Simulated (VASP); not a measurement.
A run of VASP 6.6.1 is set up as follows.

File INCAR:

```
SYSTEM = Sn2As3
  ALGO = Normal
  EDIFF = 1E-7
  EDIFFG = -0.04
  ENCUT = 510
  GGA = PE
  GGA_COMPAT = .False.
  IBRION = 2
  ISIF = 3
  ISMEAR = 0
  LASPH = .True.
  LCHARG = .False.
  LREAL = .False.
  LWAVE = .False.
  NELM = 120
  NELMIN = 4
  NSW = 90
  PREC = Accurate
  SIGMA = 0.1
```

Contents of KPOINTS:

```
k-points
0
Gamma
  6 6 4
  0 0 0
```

The input POSCAR:

```
Sn2As3
1.0
    4.3552722162      0.0000000000      0.0000000000
   -2.1776361081      3.7717763797      0.0000000000
    0.0000000000      0.0000000000      6.7760961131
Sn As
2 3
Direct
    0.3333333333      0.6666666667      0.2450000000
    0.6666666667      0.3333333333      0.7550000000
    0.0000000000      0.0000000000      0.0000000000
    0.3333333333      0.6666666667      0.6450000000
    0.6666666667      0.3333333333      0.3550000000
```

Potentials or basis: VASP PAW PBE potentials, release 64 (Sn_d, As_d).

Command:

```console
$ cat potpaw_PBE.64/Sn_d/POTCAR potpaw_PBE.64/As_d/POTCAR > POTCAR
$ mpirun -np 1 vasp_std > vasp.out
```

Estimate the relaxed cell.

a = 4.489 Å, b = 4.489 Å, c = 7.870 Å, α = 90.00°, β = 90.00°, γ = 120.00°.

Estimate the space group after relaxing (to 0.1 Å).

P-3m1 (No. 164).

What does it give for the band gap on the k mesh?

Zero (an odd number of electrons rules out a gap without spin polarisation).

Estimate the relaxed volume.

27.47 Å³/atom.

The path:
```
step  energy change (eV)  largest force (eV/Å)  pressure (GPa)  volume (Å³)
   1              0.0000                1.8142           12.94       111.31
   2             -0.6452                0.3291           -4.40       142.85
   3             -0.8035                0.6881           -0.63       131.46
   4             -0.8566                0.6234           -0.51       130.43
   5             -0.9803                0.3817            0.05       127.34
   6             -0.9892                0.3463            2.15       121.28
   7             -1.0311                0.2887            0.97       124.25
   8             -1.0443                0.2400           -1.18       128.86
   9             -1.0486                0.2485           -0.51       127.28
  10             -1.0723                0.2067           -0.29       126.94
  11             -1.1640                0.3980            0.61       125.85
  12             -1.4723                0.5713            4.29       123.37
  13             -0.1834                1.0794           17.32       117.36
  14             -1.4661                0.2476            6.87       122.20
  15             -1.5065                0.1970            5.74       122.79
  16             -1.5095                0.1810            5.47       122.93
  17             -1.5111                0.1846            5.50       122.96
  18             -1.5150                0.1948            5.58       123.03
  19             -1.5199                0.2126            5.73       123.19
  20             -1.5183                0.2362            6.05       123.49
  21             -1.5209                0.2232            5.87       123.31
  22             -1.5283                0.2229            5.75       123.52
  23             -1.5496                0.2210            5.41       124.16
  24             -1.5886                0.2163            4.75       125.43
  25             -1.6527                0.2045            3.51       127.99
  26             -1.7294                0.1779            1.34       133.22
  27             -1.7053                0.2077           -2.03       144.10
  28             -1.7458                0.1521           -0.20       137.58
  29             -1.7459                0.1536           -0.08       137.23
  30             -1.7465                0.1385           -0.07       137.24
  31             -1.7482                0.0916           -0.04       137.27
  32             -1.7496                0.0141            0.02       137.33
```

Caveat: the volume moved by over 15 % at a fixed basis, so the end points are rough; spin-orbit coupling is left out, which moves the levels of the heavy elements; an odd number of electrons without spin polarisation forces a metal; a magnetic or distorted state may lie lower.
